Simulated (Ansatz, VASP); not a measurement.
**Se in VASP and in Ansatz**

INCAR

```
SYSTEM = Se
PREC     = Accurate       ! precision mode
ENCUT    = 600            ! plane-wave cutoff, eV
EDIFF    = 1E-6           ! SCF threshold, eV
ISMEAR   = 0              ! smearing method
SIGMA    = 0.01           ! smearing width, eV
LREAL    = .FALSE.        ! projectors in reciprocal space
LASPH    = .TRUE.         ! aspherical terms in the spheres
NELM     = 100            ! most SCF steps
ALGO     = Normal         ! electronic algorithm
ISIF     = 3              ! what is computed and relaxed
LWAVE    = .FALSE.        ! write WAVECAR
LCHARG   = .FALSE.        ! write CHGCAR
GGA      = PE             ! functional
IBRION   = 2              ! ionic algorithm
NSW      = 100            ! ionic steps
EDIFFG   = -0.01          ! ionic threshold
```

KPOINTS

```
regular mesh
0
G
  10 10 8
  0 0 0
```

POSCAR

```
Se
1.0
    3.6451034374      0.0000000000      0.0000000000
   -0.0144931624      3.6507859027      0.0000000000
   -1.7781727275     -0.3139495856      4.4911680893
Se
2
Direct
    0.8218801287      0.2291580701      0.0856912263
    0.1781198713      0.7708419299      0.9143087737
```

Input for Ansatz:

```yaml
crystal:
  lattice:
    - [3.6451034374, 0.0, 0.0]
    - [-0.0144931624, 3.6507859027, 0.0]
    - [-1.7781727275, -0.3139495856, 4.4911680893]
  atoms:
    - { symbol: Se, position: [0.8218801287, 0.2291580701, 0.0856912263] }
    - { symbol: Se, position: [0.1781198713, 0.7708419299, 0.9143087737] }
basis:
  ecutwfc: 420
kpoints:
  mp_grid: { grid: [10, 10, 8] }
hamiltonian:
  xc: pbe
scf:
  occupations: { method: gaussian, width: 0.01 }
output:
  forces: true
  stress: true
  eigenvalues: true
relax:
  adjacent_minimum: "off"
  f_tol: 0.01
  max_steps: 80
  cell: { stress_tol: 0.05 }
```

Alike in both runs: task relaxation of cell and atoms; functional PBE; k mesh 10 × 10 × 8; occupations gaussian, width 0.01 eV; no spin polarisation.

|  | VASP | Ansatz |
| --- | --- | --- |
| version | VASP 6.6.1 | Ansatz 0.2.0 |
| potentials or method | VASP PAW PBE potentials, release 64 (Se), cutoff 600 eV | scalar-relativistic, plane waves, PAW |
| valence electrons in the cell | 12 | 32 |

|  | VASP | Ansatz | Ansatz less VASP |
| --- | --- | --- | --- |
| gap on the k mesh at the Fermi level, each at its own relaxed structure (eV) | none | none | - |
| relaxed volume (Å³/atom) | 31.46 | 31.59 | +0.129 |
| relaxed cell length with the largest relative difference (Å) | 4.982 | 4.999 | +0.0170 |

A gap of «none» marks a metal or a gap that the smearing closes. VASP's potentials hold 12 valence electrons a cell and Ansatz's 32, so a difference there can come from the potentials and not from the codes.
